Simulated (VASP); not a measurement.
The system is Be5Te.

```
Be Te
1.0
     3.97000    0.00000    0.00000
    -1.98500    3.43812    0.00000
     0.00000    0.00000   10.96000
Be Te
10 2
Direct
  0.33333 0.66667 0.00000
  0.33333 0.33332 0.83600
  0.00000 0.00000 0.00000
  0.00000 0.66667 0.83600
  0.66667 0.33333 0.00000
  0.00000 0.66666 0.16400
  0.33334 0.33333 0.16400
  0.66667 0.00000 0.16400
  0.66668 0.00000 0.83600
  0.33333 0.66667 0.57400
  0.66667 0.33333 0.64800
  0.33333 0.66667 0.35200
```

```yaml
Program: VASP 6.6.1
Task: relaxation of cell and atoms
Functional: PBE
Potentials_or_basis: VASP PAW PBE potentials, release 64 (Be, Te)
Cutoff: 600 eV
k_mesh: 5 × 5 × 2
Occupations: gaussian, width 0.2 eV
Spin: no spin polarisation
```

At the start: pressure 1.9 GPa; volume 12.47 Å³/atom.

Q: How do energy, volume and symmetry change on relaxing?

A: Over 15 steps the energy falls by 45.2 meV/atom and the volume is 13.13 Å³/atom (+5.3 %); space group P3 (No. 143, to 0.05 Å).

The path:
```
step  energy change (eV)  largest force (eV/Å)  pressure (GPa)  volume (Å³)
   1              0.0000                1.9983            1.85       149.60
   2             -0.2779                0.7361           -0.03       152.74
   3             -0.3434                0.9524           -1.65       157.03
   4             -0.3488                0.8809           -1.41       156.25
   5             -0.4233                0.4097            0.05       154.01
   6             -0.4407                0.3845            1.26       152.37
   7             -0.4808                0.3132            0.53       154.14
   8             -0.4959                0.2195           -0.16       156.07
   9             -0.5195                0.1411           -0.33       156.53
  10             -0.5257                0.2395           -0.42       156.90
  11             -0.5338                0.1420            0.49       155.64
  12             -0.5343                0.1450            0.31       155.88
  13             -0.5385                0.1175            0.09       156.59
  14             -0.5398                0.0905           -0.14       157.32
  15             -0.5429                0.0543           -0.12       157.52
```

Final structure:
```xyz
12
Lattice="3.9730 0.0000 0.0000 -1.9865 3.4407 0.0000 0.0000 0.0000 11.5230" Properties=species:S:1:pos:R:3 pbc="T T T"
Be    0.0000    2.2938    0.0992
Be    0.6528    1.1313    9.8228
Be    0.0000    0.0000    0.1455
Be   -1.3332    2.3098    9.8228
Be    1.9865    1.1469    0.0881
Be    2.5537    2.3000    1.8806
Be    0.7044    1.0616    1.8806
Be    2.7015    0.0792    1.8806
Be    0.6804    3.4405    9.8228
Be    0.0000    2.2938    6.3423
Te    1.9865    1.1469    7.0782
Te    0.0000    2.2938    3.8426
```

Caveat: the k points lie up to 0.37 Å⁻¹ apart in the final cell; the relaxation stopped at a loose force limit of 0.08 eV/Å, so its end isn't a converged minimum.
